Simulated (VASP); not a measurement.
Write the native input for VASP 6.6.1 that does the following.

```
Task                   : single point
Functional             : RPBE
Dispersion             : D4
Potentials or basis    : VASP PAW PBE potentials, release 64 (Br, K_sv)
Cutoff                 : 520 eV
k mesh                 : 7 × 7 × 7
Occupations            : fermi-dirac, width 0.05 eV
Spin                   : no spin polarisation
Dipole correction      : no
Further INCAR settings : ALGO = Normal; EDIFF = 1e-06; NBANDS = 15
```

The structure of KBr lies in POSCAR:

```
KBr
1.0
    0.0000000000      3.3762457258      3.3762457258
    3.3762457258      0.0000000000      3.3762457258
    3.3762457258      3.3762457258      0.0000000000
Br K
1 1
Direct
    0.5000000000      0.5000000000      0.5000000000
    0.0000000000      0.0000000000      0.0000000000
```

One way to write it, as run:

INCAR

```
SYSTEM = KBr
ALGO = Normal
EDIFF = 1E-6
ENCUT = 520
GGA = RP
ISIF = 2
ISMEAR = -1
IVDW = 13
LASPH = .True.
LCHARG = .True.
LELF = .True.
LREAL = .False.
LVHAR = .True.
LWAVE = .False.
NBANDS = 15
NELM = 80
PREC = Accurate
SIGMA = 0.05
```

KPOINTS

```
k-points
0
Gamma
  7 7 7
  0 0 0
```

Potentials or basis: VASP PAW PBE potentials, release 64 (Br, K_sv).

Launch:

```sh
$ cat potpaw_PBE.64/Br/POTCAR potpaw_PBE.64/K_sv/POTCAR > POTCAR
$ mpirun -np 1 vasp_std > vasp.out
```

It gave:

The pressure is 0.0 GPa and the band gap on the k mesh is 4.59 eV. The dispersion energy per atom is -0.192 eV.

Caveat: the PAW data sets were made with another functional, which shifts forces and pressure a little; an odd mesh through Γ misses points on the zone boundary, where band edges can lie.

Run time: 25 s on 1 thread of Intel Xeon 8259CL, with other jobs on the host, peak memory 0.21 GiB.
